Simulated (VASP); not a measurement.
Ni, 2 atoms in the cell. The structure is hexagonal, space group P6_3/mmc (No. 194). The conventional cell has a = 2.448 Å, b = 2.448 Å, c = 4.073 Å, α = 90.00°, β = 90.00°, γ = 120.00°. Within 3.2 Å of Ni (site symmetry -6m2) lie 12 Ni at 2.45 to 2.48 Å. This isn't the form of Ni at room conditions, which is fcc.

* Program: VASP 6.6.1
* Task: single point
* Functional: PBEsol
* Potentials or basis: VASP PAW PBE potentials, release 64 (Ni)
* Cutoff: 600 eV
* k mesh: 14 × 14 × 8
* Occupations: fermi-dirac, width 0.05 eV
* Spin: collinear spin, ferromagnetic start
* Starting moments: [2.0, 2.0] μB
* Dipole correction: no
* Further INCAR settings: ALGO = Normal; EDIFF = 1e-06; NBANDS = 21

Potentials or basis: VASP PAW PBE potentials, release 64 (Ni).

Command:

```sh
$ cat potpaw_PBE.64/Ni/POTCAR > POTCAR
$ mpirun -np 1 vasp_std > vasp.out
```

Hardware: 1 thread of Intel(R) Xeon(R) Platinum 8488C (Sapphire Rapids), with other jobs on the host.

Task: Estimate the wall time of this run.

Result: It took 82 s on 1 thread of Intel(R) Xeon(R) Platinum 8488C (Sapphire Rapids), with other jobs on the host, peak memory 0.21 GiB. Counts: scf iterations 14, k points 120.
